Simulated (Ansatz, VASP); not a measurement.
MgS in VASP and in Ansatz

INCAR

```
SYSTEM = MgS
PREC     = Accurate       ! precision mode
ENCUT    = 520            ! plane-wave cutoff, eV
EDIFF    = 1E-6           ! SCF threshold, eV
ISMEAR   = 0              ! smearing method
SIGMA    = 0.05           ! smearing width, eV
LREAL    = .False.        ! projectors in reciprocal space
LASPH    = .True.         ! aspherical terms in the spheres
NELM     = 80             ! most SCF steps
ALGO     = Normal         ! electronic algorithm
ISIF     = 2              ! what is computed and relaxed
LWAVE    = .False.        ! write WAVECAR
LCHARG   = .False.        ! write CHGCAR
GGA      = PE             ! functional
NBANDS   = 11             ! bands
```

Contents of KPOINTS:

```
Automatic mesh
0
Gamma
  8 8 8
  0 0 0
```

POSCAR

```
MgS
1.0
   -1.0926245332      2.1852490663      2.1852490663
    2.1852490663     -1.0926245332      2.1852490663
    2.1852490663      2.1852490663     -1.0926245332
Mg S
1 1
Direct
    0.0000000000      0.0000000000      0.0000000000
    0.5000000000      0.5000000000      0.5000000000
```

Input for Ansatz:

```yaml
crystal:
  lattice:
    - [-1.0926245332, 2.1852490663, 2.1852490663]
    - [2.1852490663, -1.0926245332, 2.1852490663]
    - [2.1852490663, 2.1852490663, -1.0926245332]
  atoms:
    - { symbol: Mg, position: [0.0, 0.0, 0.0] }
    - { symbol: S, position: [0.5, 0.5, 0.5] }
basis:
  ecutwfc: 420
kpoints:
  mp_grid: { grid: [8, 8, 8] }
hamiltonian:
  xc: pbe
scf:
  occupations: { method: gaussian, width: 0.05 }
output:
  forces: true
  stress: true
  eigenvalues: true
```

Alike in both runs: task single point; functional PBE; k mesh 8 × 8 × 8; occupations gaussian, width 0.05 eV; no spin polarisation.

```csv
,VASP,Ansatz
version,VASP 6.6.1,Ansatz 0.2.0
potentials or method,"VASP PAW PBE potentials, release 64 (Mg, S), cutoff 520 eV","scalar-relativistic, plane waves, PAW"
valence electrons in the cell,8,16
```

Ansatz gave:

* gap on the k mesh at the Fermi level (eV): none
* pressure (GPa): -0.2

**Question.** Which values does VASP return?

**Answer.** gap on the k mesh at the Fermi level (eV): none; pressure (GPa): -0.6.

A gap of «none» marks a metal or a gap that the smearing closes. The functional is the same, so the differences come from potentials, cutoffs and numerics. VASP's potentials hold 8 valence electrons a cell and Ansatz's 16, so a difference there can come from the potentials and not from the codes.
